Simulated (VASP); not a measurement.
# Os (Pm-3m) in VASP: a series of runs

The runs below take Os through single point, relaxation of cell and atoms, with RPBE.

Program: VASP 6.6.1. These are calculated values, not measurements. Logs are shortened: lines on timing, memory, paths and dates and some standing lists are left out, and cuts for length are marked.

## 1. The cell of the first run

It takes space group Pm-3m (No. 221, cubic). The conventional cell has a = 2.635 Å, b = 2.635 Å, c = 2.635 Å, α = 90.00°, β = 90.00°, γ = 90.00°. Within 3.5 Å of Os (site symmetry m-3m) lie 6 Os at 2.64 Å.

## 2. Single point, RPBE (volume scaled by 1.08)

Input file INCAR:

```
ALGO     = Normal         # electronic algorithm
EDIFF    = 1E-7           # SCF threshold, eV
ENCUT    = 520            # plane-wave cutoff, eV
GGA      = RP             # functional
ISIF     = 2              # what is computed and relaxed
ISMEAR   = -1             # smearing method
LASPH    = True           # aspherical terms in the spheres
LCHARG   = False          # write CHGCAR
LREAL    = False          # projectors in reciprocal space
LWAVE    = False          # write WAVECAR
NBANDS   = 10             # bands
NELM     = 80             # most SCF steps
PREC     = Accurate       # precision mode
SIGMA    = 0.1            # smearing width, eV
```

Input file KPOINTS:

```
k-points
0
Gamma
  14 14 14
```

Input file POSCAR:

```
Os
1.0
    2.6351222280      0.0000000000      0.0000000000
    0.0000000000      2.6351222280      0.0000000000
    0.0000000000      0.0000000000      2.6351222280
Os
1
Direct
    0.0000000000      0.0000000000      0.0000000000
```

Potentials or basis: VASP PAW PBE potentials, release 64 (Os).

Command:

```sh
$ cat potpaw_PBE.64/Os/POTCAR > POTCAR
$ mpirun -np 1 vasp_std > vasp.out
```

OUTCAR:

```text
EDIFF = 1E-7
   ENCUT = 520
   GGA = RP
   ISIF = 2
   ISMEAR = -1
   LASPH = True
   LREAL = False
   NELM = 80
   PREC = Accurate

 ion  position               nearest neighbor table
   1  0.000  0.000  0.000-

  LATTYP: Found a simple cubic cell.
 ALAT       =     2.6351222280

  Lattice vectors:

 A1 = (   2.6351222280,   0.0000000000,   0.0000000000)
 A2 = (   0.0000000000,   2.6351222280,   0.0000000000)
 A3 = (   0.0000000000,   0.0000000000,   2.6351222280)

Analysis of symmetry for initial positions (statically):
=====================================================================
 Subroutine PRICEL returns:
 Original cell was already a primitive cell.

 Routine SETGRP: Setting up the symmetry group for a
 simple cubic supercell.

 Subroutine GETGRP returns: Found 48 space group operations
[... 9 lines left out ...]

 Routine SETGRP: Setting up the symmetry group for a
 simple cubic supercell.

 Subroutine GETGRP returns: Found 48 space group operations
[... 11 lines left out ...]
                                     Primitive cell

  volume of cell :      18.2979

  direct lattice vectors                    reciprocal lattice vectors
     2.635122228  0.000000000  0.000000000     0.379489038  0.000000000  0.000000000
     0.000000000  2.635122228  0.000000000     0.000000000  0.379489038  0.000000000
     0.000000000  0.000000000  2.635122228     0.000000000  0.000000000  0.379489038

  length of vectors
     2.635122228  2.635122228  2.635122228     0.379489038  0.379489038  0.379489038

  position of ions in fractional coordinates (direct lattice)
     0.000000000  0.000000000  0.000000000

  ion indices of the primitive-cell ions
   primitive index   ion index
                 1           1

----------------------------------------------------------------------------------------

 KPOINTS: k-points

Automatic generation of k-mesh.
 Grid dimensions read from file:
 generate k-points for:   14   14   14

 Generating k-lattice:

  Cartesian coordinates                     Fractional coordinates (reciprocal lattice)
     0.027106360  0.000000000  0.000000000     0.071428571  0.000000000  0.000000000
     0.000000000  0.027106360  0.000000000     0.000000000  0.071428571  0.000000000
     0.000000000  0.000000000  0.027106360     0.000000000  0.000000000  0.071428571

  Length of vectors
     0.027106360  0.027106360  0.027106360

  Shift w.r.t. Gamma in fractional coordinates (k-lattice)
     0.000000000  0.000000000  0.000000000

 Subroutine IBZKPT returns following result:
 ===========================================

 Found    120 irreducible k-points:

 Following reciprocal coordinates:
            Coordinates               Weight
  0.000000  0.000000  0.000000      1.000000
  0.071429  0.000000  0.000000      6.000000
  0.142857  0.000000  0.000000      6.000000
  0.214286  0.000000  0.000000      6.000000
  0.285714  0.000000  0.000000      6.000000
  0.357143  0.000000  0.000000      6.000000
[... 16 lines left out ...]
  0.285714  0.214286  0.000000     24.000000
  0.357143  0.214286  0.000000     24.000000
 [... further k-points ...]
   k-points           NKPTS =    120   k-points in BZ     NKDIM =    120   number of bands    NBANDS=     10
   number of dos      NEDOS =    301   number of ions     NIONS =      1
   total plane-waves  NPLWV =   8000
   dimension x,y,z NGX =    20 NGY =   20 NGZ =   20
   dimension x,y,z NGXF=    40 NGYF=   40 NGZF=   40
   ions per type =               1
   NGX,Y,Z   is equivalent  to a cutoff of  12.62, 12.62, 12.62 a.u.
   NGXF,Y,Z  is equivalent  to a cutoff of  25.24, 25.24, 25.24 a.u.
 SYSTEM =  unknown system
   PREC   = accura    normal or accurate (medium, high low for compatibility)
   ISTART =      0    job   : 0-new  1-cont  2-samecut
   ICHARG =      2    charge: 1-file 2-atom 10-const
   ISPIN  =      1    spin polarized calculation?
   LNONCOLLINEAR =      F non collinear calculations
   LSORBIT =      F    spin-orbit coupling
   LASPH  =      T    aspherical Exc in radial PAW
   ENCUT  =  520.0 eV  38.22 Ry    6.18 a.u.   4.90  4.90  4.90*2*pi/ulx,y,z
   NELM   =     80;   NELMIN=  2; NELMDL= -5     # of ELM steps
   EDIFF  = 0.1E-06   stopping-criterion for ELM
   LREAL  =      F    real-space projection
   EDIFFG = 0.1E-05   stopping-criterion for IOM
   NSW    =      0    number of steps for IOM
   IBRION =     -1    ionic relax: 0-MD 1-quasi-New 2-CG
   NFREE  =      0    steps in history (QN), initial steepest desc. (CG)
   ISIF   =      2    stress and relaxation
   ISYM   =      2    0-nonsym 1-usesym 2-fastsym
   POTIM  = 0.5000    time-step for ionic-motion
   TEBEG  =    0.0;   TEEND  =   0.0 temperature during run
   PSTRESS=    0.0 pullay stress
   NELECT =       8.0000    total number of electrons
   NUPDOWN=      -1.0000    fix difference up-down
   EMIN   =  10.00;   EMAX   =-10.00  energy-range for DOS
   EFERMI =   0.00;   METHOD = LEGACY
   ISMEAR =    -1;   SIGMA  =   0.10  broadening in eV -4-tet -1-fermi 0-gaus
   EFERMI_NEDOS =   21; number of points for ismear=-14 and -15
   IALGO  =     38    algorithm
   IMIX   =      4    mixing-type and parameters
     AMIX     =   0.40;   BMIX     =  1.00
     AMIX_MAG =   1.60;   BMIX_MAG =  1.00
  volume/ion in A,a.u.               =      18.30       123.48
  Fermi-wavevector in a.u.,A,eV,Ry     =   1.242522  2.348026 21.005501  1.543861
  Thomas-Fermi vector in A             =   2.376873
   LORBIT       =      0    0 simple, 1 ext, 2 COOP (PROOUT), +10 PAW based schemes
   GGA     = RP    functional components
   LHFCALC =     F    Hartree Fock is set to
   AEXX    =    0.0000 exact exchange contribution
   IVDW    =     0    specifies the selected vdW correction
   LEPSILON=     F    determine dielectric tensor
   LRPA    =     F    only Hartree local field effects (RPA)
 non-spin polarized calculation
  energy-cutoff  :      520.00
  volume of cell :       18.30
 maximum number of plane-waves:       508
 NGX is ok and might be reduce to    20
   NGX =  9   NGY =  9   NGZ =  9

 number of electron       8.0000001 magnetization

 Free energy of the ion-electron system (eV)
  ---------------------------------------------------
  ext. energy  EPLUGINS =         0.00000000
  ---------------------------------------------------
  free energy    TOTEN  =        -9.05566084 eV

  energy without entropy =       -8.99640048  energy(sigma->0) =       -9.02603066

 E-fermi :   6.0969     XC(G=0): -12.3286

 val. band max:        6.0902552135   @ k =   0.3571   0.0714   0.0714
 cond. band min:       6.1059771248   @ k =   0.2143   0.1429   0.0714
 fundamental gap:      0.0157219112
 Fermi energy:         6.0968789458

 k-point     1 :       0.0000    0.0000    0.0000
  band No.  band energies     occupation
      1      -2.5797      2.00000
      2       0.8801      2.00000
      3       0.8801      2.00000
      4       8.0424      0.00000
      5       8.0424      0.00000
      6       8.0424      0.00000
      7      20.9596      0.00000
      8      20.9596      0.00000
      9      20.9596      0.00000
     10      26.5582      0.00000

 k-point     2 :       0.0714    0.0000    0.0000
  band No.  band energies     occupation
      1      -2.4288      2.00000
      2       0.9133      2.00000
      3       1.0261      2.00000
      4       7.8646      0.00000
      5       7.8646      0.00000
      6       8.0559      0.00000
      7      20.0016      0.00000
      8      21.2535      0.00000
      9      21.2535      0.00000
     10      27.2111      0.00000

 k-point     3 :       0.1429    0.0000    0.0000
  band No.  band energies     occupation
      1      -2.0100      2.00000
      2       1.0077      2.00000
      3       1.4674      2.00000
      4       7.3994      0.00000
      5       7.3994      0.00000
      6       8.0937      0.00000
      7      18.1414      0.00000
      8      22.0561      0.00000
      9      22.0561      0.00000
     10      26.7506      0.00000

 k-point     4 :       0.2143    0.0000    0.0000
  band No.  band energies     occupation
      1      -1.4157      2.00000
      2       1.1479      2.00000
      3       2.1991      2.00000
      4       6.7961      0.00184
      5       6.7961      0.00184
      6       8.1487      0.00000
      7      16.2385      0.00000
      8      23.1890      0.00000
      9      23.1890      0.00000
     10      25.0542      0.00000

 k-point     5 :       0.2857    0.0000    0.0000
  band No.  band energies     occupation
      1      -0.7631      2.00000
      2       1.3092      2.00000
      3       3.1573      2.00000
      4       6.1984      0.53196
      5       6.1984      0.53195
      6       8.2105      0.00000
      7      14.5780      0.00000
      8      23.6249      0.00000
      9      24.4646      0.00000
     10      24.4646      0.00000

 k-point     6 :       0.3571    0.0000    0.0000
  band No.  band energies     occupation
      1      -0.1652      2.00000
      2       1.4603      2.00000
      3       4.1637      2.00000
      4       5.7094      1.95931
      5       5.7094      1.95931
      6       8.2668      0.00000
      7      13.3153      0.00000
      8      22.5469      0.00000
      9      25.7096      0.00000
     10      25.7096      0.00000
[... 183 lines left out ...]
 k-point    21 :       0.5000    0.1429    0.0000
  band No.  band energies     occupation
      1       0.9741      2.00000
      2       2.2560      2.00000
      3       3.1502      2.00000
      4       5.3792      1.99847
      5       7.3009      0.00001
      6       7.7585      0.00000
      7      12.3297      0.00000
      8      22.2107      0.00000
      9      24.2894      0.00000
     10      24.7524      0.00000

 k-point    22 :       0.2143    0.2143    0.0000
  band No.  band energies     occupation
      1      -0.2928      2.00000
      2       1.9558      2.00000
      3       2.9187      2.00000
      4       5.5118      1.99426
      5       6.8231      0.00140
      6       7.0929      0.00009
      7      17.8160      0.00000
      8      18.1841      0.00000
      9      25.2713      0.00000
     10      25.5448      0.00000

 k-point    23 :       0.2857    0.2143    0.0000
  band No.  band energies     occupation
      1       0.2698      2.00000
      2       2.1758      2.00000
      3       3.5429      2.00000
      4       5.3424      1.99894
      5       6.3547      0.14111
      6       7.0742      0.00011
      7      16.0621      0.00000
      8      19.0383      0.00000
      9      24.6069      0.00000
     10      26.8942      0.00000

 k-point    24 :       0.3571    0.2143    0.0000
  band No.  band energies     occupation
      1       0.7710      2.00000
      2       2.2709      2.00000
      3       3.5768      2.00000
      4       5.8922      1.77121
      5       6.2306      0.41579
      6       7.1435      0.00006
      7      14.3792      0.00000
      8      20.0774      0.00000
      9      23.8274      0.00000
     10      27.6256      0.00000

 [... further k-points ...]
[... 5 lines left out ...]
  --------------------------------------------------------------------------------------
  -------------------------------------------------------------------------------------
  Total       -1.9142676     -1.9142676     -1.9142676      0.0000000     -0.0000000     -0.0000000
  in kB     -167.6142467   -167.6142467   -167.6142467      0.0000000     -0.0000000     -0.0000000
  external PRESSURE =    -167.6142467 kB  Pullay stress =       0.0000000 kB

 VOLUME and BASIS-vectors are now :
 -----------------------------------------------------------------------------
  energy-cutoff  :      520.00
  volume of cell :       18.30
      direct lattice vectors                 reciprocal lattice vectors
     2.635122228  0.000000000  0.000000000     0.379489038  0.000000000  0.000000000
     0.000000000  2.635122228  0.000000000     0.000000000  0.379489038  0.000000000
     0.000000000  0.000000000  2.635122228     0.000000000  0.000000000  0.379489038

 POSITION                                       TOTAL-FORCE (eV/Angst)
 -----------------------------------------------------------------------------------
      0.00000      0.00000      0.00000         0.000000      0.000000      0.000000
 -----------------------------------------------------------------------------------
    total drift:                                0.000000      0.000000      0.000000

  FREE ENERGIE OF THE ION-ELECTRON SYSTEM (eV)
  ---------------------------------------------------
  free  energy   TOTEN  =        -9.0556608425 eV

  energy  without entropy=       -8.9964004774  energy(sigma->0) =       -9.02603066
```

It took 27 s on 1 thread of Intel Xeon 8259CL, shared host; peak memory 0.14 GiB.

Results:

* Free energy: -9.0557 eV
* Pressure: -16.8 GPa
* Band gap on the k mesh: zero (band 4 reaches 10.30 eV, above the bottom of band 5 at 5.28 eV)

Caveat: the PAW data sets were made with another functional, which shifts forces and pressure a little; spin-orbit coupling is left out, which moves the levels of the heavy elements.

## 3. Single point, RPBE (volume scaled by 1.12)

Input file INCAR:

```
SYSTEM = Os
PREC = Accurate
ENCUT = 520
EDIFF = 1E-6
ISMEAR = -1
SIGMA = 0.1
LREAL = .FALSE.
LASPH = .TRUE.
NELM = 100
ALGO = Normal
ISIF = 2
LWAVE = .FALSE.
LCHARG = .FALSE.
GGA = RP
NBANDS = 10
```

Input file KPOINTS:

```
regular mesh
0
G
  14 14 14
  0 0 0
```

Input file POSCAR:

```
Os
1.0
    2.6672610323      0.0000000000      0.0000000000
    0.0000000000      2.6672610323      0.0000000000
    0.0000000000      0.0000000000      2.6672610323
Os
1
Direct
    0.0000000000      0.0000000000      0.0000000000
```

Potentials or basis: VASP PAW PBE potentials, release 64 (Os).

Command:

```sh
$ cat potpaw_PBE.64/Os/POTCAR > POTCAR
$ mpirun -np 1 vasp_std > vasp.out
```

OUTCAR:

```text
SYSTEM = Os
   PREC = Accurate
   ENCUT = 520
   EDIFF = 1E-6
   ISMEAR = -1
   LREAL = .FALSE.
   LASPH = .TRUE.
   NELM = 100
   ISIF = 2
   GGA = RP

 ion  position               nearest neighbor table
   1  0.000  0.000  0.000-

  LATTYP: Found a simple cubic cell.
 ALAT       =     2.6672610323

  Lattice vectors:

 A1 = (   2.6672610323,   0.0000000000,   0.0000000000)
 A2 = (   0.0000000000,   2.6672610323,   0.0000000000)
 A3 = (   0.0000000000,   0.0000000000,   2.6672610323)

[... 481 lines left out ...]
      2       2.0368      2.00000
      3       3.2663      2.00000
      4       5.4754      1.73629
      5       5.7959      0.42146
      6       6.6512      0.00010
      7      13.6953      0.00000
      8      19.3354      0.00000
      9      23.1749      0.00000
     10      26.7210      0.00000

 [... further k-points ...]
[... 5 lines left out ...]
  --------------------------------------------------------------------------------------
  -------------------------------------------------------------------------------------
  Total       -2.6703248     -2.6703248     -2.6703248      0.0000000     -0.0000000      0.0000000
  in kB     -225.4644673   -225.4644673   -225.4644673      0.0000000     -0.0000000      0.0000000
  external PRESSURE =    -225.4644673 kB  Pullay stress =       0.0000000 kB

 VOLUME and BASIS-vectors are now :
 -----------------------------------------------------------------------------
  energy-cutoff  :      520.00
  volume of cell :       18.98
      direct lattice vectors                 reciprocal lattice vectors
     2.667261032  0.000000000  0.000000000     0.374916436  0.000000000  0.000000000
     0.000000000  2.667261032  0.000000000     0.000000000  0.374916436  0.000000000
     0.000000000  0.000000000  2.667261032     0.000000000  0.000000000  0.374916436

 POSITION                                       TOTAL-FORCE (eV/Angst)
 -----------------------------------------------------------------------------------
      0.00000      0.00000      0.00000         0.000000      0.000000      0.000000
 -----------------------------------------------------------------------------------
    total drift:                               -0.000000      0.000000      0.000000

  FREE ENERGIE OF THE ION-ELECTRON SYSTEM (eV)
  ---------------------------------------------------
  free  energy   TOTEN  =        -8.9725251804 eV

  energy  without entropy=       -8.9107238727  energy(sigma->0) =       -8.94162453
```

It took 26 s on 1 thread of Intel Xeon 8259CL, shared host; peak memory 0.14 GiB.

Results:

| Item | Value |
| --- | --- |
| Free energy | -8.9725 eV |
| Pressure | -22.5 GPa |
| Band gap on the k mesh | zero (band 4 reaches 9.63 eV, above the bottom of band 5 at 4.90 eV) |

Caveat: the PAW data sets were made with another functional, which shifts forces and pressure a little; spin-orbit coupling is left out, which moves the levels of the heavy elements.

[end of part 1 of 3]
